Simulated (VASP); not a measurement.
Input of a VASP 6.6.1 run:

The input INCAR:

```
ALGO = Normal
EDIFF = 1E-6
ENCUT = 520
GGA = PE
ISIF = 2
ISMEAR = -1
LASPH = True
LCHARG = True
LELF = True
LREAL = Auto
LVHAR = True
LWAVE = False
NBANDS = 130
NELM = 60
PREC = Accurate
SIGMA = 0.15
```

Contents of KPOINTS:

```
k-points
0
Gamma
  2 2 1
```

File POSCAR:

```
HW12C12N
1.0
    5.7190200000      0.0000000000      0.0000000000
    0.0000000000      5.6126800000      0.0000000000
    0.0000000000      0.0000000000     20.6037550000
W C N H
12 12 1 1
Direct
    0.0000000000      0.0000000000      0.0485348423
    0.2509346007     -0.0003385192      0.1680518915
   -0.0015736962     -0.0075543234      0.2952083249
    0.0000000000      0.4999928733      0.0485348423
    0.2507947166      0.5003670261      0.1680421845
   -0.0034621316      0.5085805711      0.2940677561
    0.4999982514      0.0000000000      0.0485348423
    0.7495340111     -0.0002316184      0.1672704806
    0.5001206500     -0.0035633601      0.2952228853
    0.4999982514      0.4999928733      0.0485348423
    0.7496039531      0.4998325221      0.1671248760
    0.5001381356      0.5043579894      0.2974506346
    0.0000000000      0.2491857722      0.1235891225
    0.2552010659      0.2548158812      0.2388351055
   -0.0293581768      0.2069065046      0.4148661251
    0.0028676242      0.7501763863      0.1237978223
    0.2777224070      0.7517977152      0.2462609364
   -0.0234305878      0.7440652237      0.3618854913
    0.4975852506      0.2498449938      0.1232299646
    0.7269077569      0.2526065979      0.2398883116
    0.2735608548      0.2114676055      0.3263143053
    0.5016593752      0.7506218063      0.1244433357
    0.7490619022      0.7424260781      0.2423150537
    0.5095278562      0.7692759965      0.3667632429
    0.9031092740      0.2567579124      0.3588326497
    2.2870526769      0.7043693922      0.4270969054
```

Potentials or basis: VASP PAW PBE potentials, release 64 (W_sv, C, N, H).

The run is started by

```sh
$ cat potpaw_PBE.64/W_sv/POTCAR potpaw_PBE.64/C/POTCAR potpaw_PBE.64/N/POTCAR potpaw_PBE.64/H/POTCAR > POTCAR
$ mpirun -np 1 vasp_std > vasp.out
```

Q: What does it give for the band gap on the k mesh?

A: Zero (band 111 reaches 1.35 eV, above the bottom of band 112 at 1.09 eV).

Q: What does it give for the largest force?

A: 5.443 eV/Å.

Forces in eV/Å, atoms in the order of the input:
```
W    0.005 -0.159 -0.801
W    0.243 -0.526 -0.590
W   -0.726 -0.019 -2.460
W    0.094  0.147 -0.820
W    0.282  1.173 -0.782
W   -0.062 -1.393 -2.320
W    0.021 -0.236 -0.939
W    0.058 -0.315 -0.356
W    2.649 -1.844 -3.474
W   -0.089  0.252 -1.036
W   -0.060  0.257 -0.706
W    0.499  0.167 -1.893
C    0.007  0.018  0.210
C   -0.314 -0.908  3.627
C   -1.340  0.319 -1.411
C   -0.166 -0.029  0.166
C   -1.286 -0.395  1.094
C    0.394  0.423  1.448
C    0.046 -0.024  0.236
C    0.832 -0.232  3.990
C   -0.710  4.473 -0.338
C   -0.008 -0.103 -0.083
C    0.683  0.116  1.838
C   -1.447 -1.764  2.428
N   -1.105 -0.215  5.325
H    1.501  0.818 -2.352
```

Caveat: the k points lie up to 0.56 Å⁻¹ apart; spin-orbit coupling is left out, which moves the levels of the heavy elements.
